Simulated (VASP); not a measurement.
Set up this calculation in VASP 6.6.1, as the native input.

```yaml
Task: single point
Functional: PBE
Dispersion: D3(BJ)
Potentials_or_basis: VASP PAW PBE potentials, release 64 (Ta_pv, Cu)
Cutoff: 520 eV
k_mesh: 4 × 4 × 1
Occupations: gaussian, width 0.1 eV
Spin: no spin polarisation
Dipole_correction: yes
Further_INCAR_settings: LREAL = Auto; ALGO = Normal; EDIFF = 1e-06; NBANDS = 108
```

The structure of Ta16Cu lies in POSCAR:

```
Ta16Cu
1.0
    6.5699959905      0.0000000000      0.0000000000
    0.0000000000      6.5699959905      0.0000000000
    0.0000000000      0.0000000000     21.9099229040
Ta Cu
16 1
Direct
    0.2500000000      0.2500000000      0.1825656812
    0.2500000000      0.7500000000      0.1825656812
    0.7500000000      0.2500000000      0.1825656812
    0.7500000000      0.7500000000      0.1825656812
    0.0000000000      0.0000000000      0.2575316683
    0.0000000000      0.5000000000      0.2575316683
    0.5000000000      0.0000000000      0.2575316683
    0.5000000000      0.5000000000      0.2575316683
    0.2500000000      0.2500000000      0.3326484497
    0.2500000000      0.7500000000      0.3326484497
    0.7500000000      0.2500000000      0.3326484497
    0.7500000000      0.7500000000      0.3326484497
    0.0000000000      0.0000000000      0.4020973941
    0.0000000000      0.5000000000      0.4020973941
    0.5000000000      0.0000000000      0.4020973941
    0.5000000000      0.5000000000      0.4020973941
    0.2500000000      0.2500000000      0.5298933709
```

The input as run:

INCAR

```
ALGO     = Normal         # electronic algorithm
DIPOL    = 0.5 0.5 0.308
EDIFF    = 1E-6           # SCF threshold, eV
ENCUT    = 520            # plane-wave cutoff, eV
GGA      = PE             # functional
IDIPOL   = 3            
ISIF     = 2              # what is computed and relaxed
ISMEAR   = 0              # smearing method
IVDW     = 12             # dispersion correction
LASPH    = True           # aspherical terms in the spheres
LCHARG   = False          # write CHGCAR
LDIPOL   = True         
LREAL    = Auto         
LWAVE    = False          # write WAVECAR
NBANDS   = 108            # bands
NELM     = 100            # most SCF steps
PREC     = Accurate       # precision mode
SIGMA    = 0.1            # smearing width, eV
```

KPOINTS

```
k-points
0
Gamma
  4 4 1
```

Potentials or basis: VASP PAW PBE potentials, release 64 (Ta_pv, Cu).

Launch:

```console
$ cat potpaw_PBE.64/Ta_pv/POTCAR potpaw_PBE.64/Cu/POTCAR > POTCAR
$ mpirun -np 1 vasp_std > vasp.out
```

Results of the run:

| Property | Result |
| --- | --- |
| Largest force | 1.461 eV/Å |
| Band gap on the k mesh | zero (an odd number of electrons rules out a gap without spin polarisation) |
| Dispersion energy per atom | -0.406 eV |

Caveat: spin-orbit coupling is left out, which moves the levels of the heavy elements.

It took 22 min on 1 thread of Intel(R) Xeon(R) 6975P-C (Granite Rapids), on a shared host, peak memory 1 GiB.
